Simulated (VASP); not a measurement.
Set up this calculation in VASP 6.6.1, as the native input.

* Task: single point
* Functional: r2SCAN
* Potentials or basis: VASP PAW PBE potentials, release 64 (Rh_pv)
* Cutoff: 520 eV
* k mesh: 6 × 6 × 4
* Occupations: gaussian, width 0.1 eV
* Spin: no spin polarisation
* Dipole correction: no
* Further INCAR settings: ALGO = Normal; EDIFF = 1e-06; NBANDS = 30

Crystal: Rh.

```
Rh
1.0
     3.58407    0.00000    0.00000
    -1.79204    3.10390    0.00000
     0.00000    0.00000    4.28027
Rh
3
Direct
  0.33253 0.00000 0.33333
  0.00000 0.33253 0.66667
  0.66747 0.66747 0.00000
```

The input as run:

POSCAR

```
Rh
1.0
    3.5840748117      0.0000000000      0.0000000000
   -1.7920374059      3.1038998360      0.0000000000
    0.0000000000      0.0000000000      4.2802711981
Rh
3
Direct
    0.3325338543      0.0000000000      0.3333333333
    0.0000000000      0.3325338543      0.6666666667
    0.6674661457      0.6674661457      0.0000000000
```

INCAR.step1

```
SYSTEM = Rh
  PREC = Accurate
  ENCUT = 520
  ISMEAR = 0
  SIGMA = 0.1
  LREAL = .FALSE.
  LASPH = .TRUE.
  NELM = 80
  NBANDS = 30
  GGA = PE
  ALGO = Normal
  EDIFF = 1E-4
  LWAVE = .TRUE.
  LCHARG = .FALSE.
```

INCAR.step2

```
SYSTEM = Rh
  PREC = Accurate
  ENCUT = 520
  EDIFF = 1E-6
  ISMEAR = 0
  SIGMA = 0.1
  LREAL = .FALSE.
  LASPH = .TRUE.
  NELM = 80
  ALGO = Normal
  ISIF = 2
  LWAVE = .FALSE.
  LCHARG = .FALSE.
  METAGGA = R2SCAN
  LMIXTAU = .TRUE.
  NBANDS = 30
  ISTART = 1
```

KPOINTS

```
Automatic mesh
0
G
  6 6 4
  0 0 0
```

Potentials or basis: VASP PAW PBE potentials, release 64 (Rh_pv).

The run is started by

```console
$ cat potpaw_PBE.64/Rh_pv/POTCAR > POTCAR
$ cp INCAR.step1 INCAR
$ mpirun -np 1 vasp_std > vasp.out
$ cp INCAR.step2 INCAR
$ mpirun -np 1 vasp_std > vasp.out
```

Results of the run:

| Item | Value |
| --- | --- |
| Pressure | 0.8 GPa |
| Largest force | 0.029 eV/Å |
| Band gap on the k mesh | zero (an odd number of electrons rules out a gap without spin polarisation) |

Caveat: the k points lie up to 0.37 Å⁻¹ apart, too coarse for converged energies and pressures of a metal; the PAW data sets were made with another functional, which shifts forces and pressure a little.

Wall time 46 s on 1 thread of Intel(R) Xeon(R) 6975P-C (Granite Rapids), with other jobs on the host, peak memory 0.18 GiB.
